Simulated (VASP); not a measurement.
Here is a VASP 6.6.1 calculation.

The input INCAR:

```
SYSTEM = Co
PREC     = Accurate       ! precision mode
ENCUT    = 520            ! plane-wave cutoff, eV
EDIFF    = 1E-7           ! SCF threshold, eV
ISMEAR   = 0              ! smearing method
SIGMA    = 0.1            ! smearing width, eV
LREAL    = .FALSE.        ! projectors in reciprocal space
LASPH    = .TRUE.         ! aspherical terms in the spheres
NELM     = 150            ! most SCF steps
ALGO     = Normal         ! electronic algorithm
ISIF     = 2              ! what is computed and relaxed
LWAVE    = .FALSE.        ! write WAVECAR
LCHARG   = .FALSE.        ! write CHGCAR
ISPIN    = 2              ! spin polarisation
MAGMOM   = 1.84 1.84      ! initial moments
LORBIT   = 11             ! projections on sites
LMAXMIX  = 4              ! l up to which the mixer works
GGA      = PE             ! functional
NBANDS   = 20             ! bands
```

File KPOINTS:

```
Automatic mesh
0
G
  21 21 10
  0 0 0
```

POSCAR

```
Co
1.0
    2.4936874127      0.0000000029      0.0000000000
   -1.2468437088      2.1595966470      0.0000000000
    0.0000000000      0.0000000000      4.0329214187
Co
2
Direct
    0.6666666667      0.3333333333      0.2499987920
    0.3333333333      0.6666666667      0.7500012080
```

Potentials or basis: VASP PAW PBE potentials, release 64 (Co).

Command:

```sh
$ cat potpaw_PBE.64/Co/POTCAR > POTCAR
$ mpirun -np 1 vasp_std > vasp.out
```

Q: Predict the pressure.

A: -0.8 GPa.

Q: Estimate the net moment.

A: 3.21 μB per cell.

Stress tensor (GPa, compression positive):
```
-0.71  0.00  0.00
 0.00 -0.71  0.00
 0.00  0.00 -0.85
```
